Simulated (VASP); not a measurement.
A run of VASP 6.6.1 is set up as follows.

INCAR

```
PREC     = Accurate       # precision mode
ENCUT    = 600            # plane-wave cutoff, eV
EDIFF    = 1E-7           # SCF threshold, eV
ISMEAR   = 0              # smearing method
SIGMA    = 0.1            # smearing width, eV
LREAL    = F              # projectors in reciprocal space
LASPH    = T              # aspherical terms in the spheres
NELM     = 80             # most SCF steps
ALGO     = Normal         # electronic algorithm
ISIF     = 3              # what is computed and relaxed
LWAVE    = F              # write WAVECAR
LCHARG   = F              # write CHGCAR
GGA      = PE             # functional
IBRION   = 2              # ionic algorithm
NSW      = 90             # ionic steps
EDIFFG   = -0.04          # ionic threshold
```

Contents of KPOINTS:

```
regular mesh
0
Gamma
  6 6 4
```

The input POSCAR:

```
TiC3
1.0
    4.8844242800      0.0000000000      0.0000000000
   -2.4422121400      4.2300355100      0.0000000000
    0.0000000000      0.0000000000      5.3473835500
Ti C
1 3
Direct
    0.0000000000      0.0000000000      0.0000000000
    0.0000000000      0.0000000000      0.5000000000
    0.3333333300      0.6666666700      0.0000000000
    0.6666666700      0.3333333300      0.0000000000
```

Potentials or basis: VASP PAW PBE potentials, release 64 (Ti_sv, C).

Command:

```bash
$ cat potpaw_PBE.64/Ti_sv/POTCAR potpaw_PBE.64/C/POTCAR > POTCAR
$ mpirun -np 1 vasp_std > vasp.out
```

What does it give for the relaxed cell?

a = 3.776 Å, b = 3.776 Å, c = 4.038 Å, α = 90.00°, β = 90.00°, γ = 120.00°.

What does it give for the space group after relaxing (to 0.05 Å)?

P6/mmm (No. 191).

Final structure:
```
Ti C
1.0
     3.77609    0.00000    0.00000
    -1.88804    3.27019    0.00000
     0.00000    0.00000    4.03836
Ti C
1 3
Direct
  0.00000 0.00000 0.00000
  0.00000 0.00000 0.50000
  0.33333 0.66667 0.00000
  0.66667 0.33333 0.00000
```
